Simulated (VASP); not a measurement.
A run of VASP 6.6.1 is set up as follows.

INCAR

```
SYSTEM = ErC3
PREC = Accurate ; ENCUT = 600
EDIFF = 1E-6 ; ISMEAR = 0
SIGMA = 0.2 ; LREAL = .FALSE.
LASPH = .TRUE. ; NELM = 200
ALGO = Normal ; ISIF = 2
LWAVE = .FALSE. ; LCHARG = .FALSE.
GGA = PE ; NBANDS = 18
GGA_COMPAT = .FALSE. ; LMAXMIX = 6
```

File KPOINTS:

```
regular mesh
0
G
  5 5 5
  0 0 0
```

Contents of POSCAR:

```
ErC3
1.0
    3.0744530383     -2.0024992017     -0.8387474900
    3.0744530383      2.0024992017     -0.8387474900
   -2.0848159191      0.0000000000      4.4704529008
Er C
1 3
Direct
    0.5000000000      0.5000000000      0.5000000000
    0.3324004929      0.6675995071      0.0000000000
    0.6675995071      0.3324004929      0.0000000000
    0.0000000000      0.0000000000      0.0000000000
```

Potentials or basis: VASP PAW PBE potentials, release 64 (Er_3, C), 4f in core.

Command:

```console
$ cat potpaw_PBE.64/Er_3/POTCAR potpaw_PBE.64/C/POTCAR > POTCAR
$ mpirun -np 1 vasp_std > vasp.out
```

(1) What does it give for the pressure?

(2) What does it give for the largest force?

Results:

(1) 0.2 GPa.

(2) 0.050 eV/Å.

Caveat: the k points lie up to 0.41 Å⁻¹ apart, too coarse for converged energies and pressures of a metal.
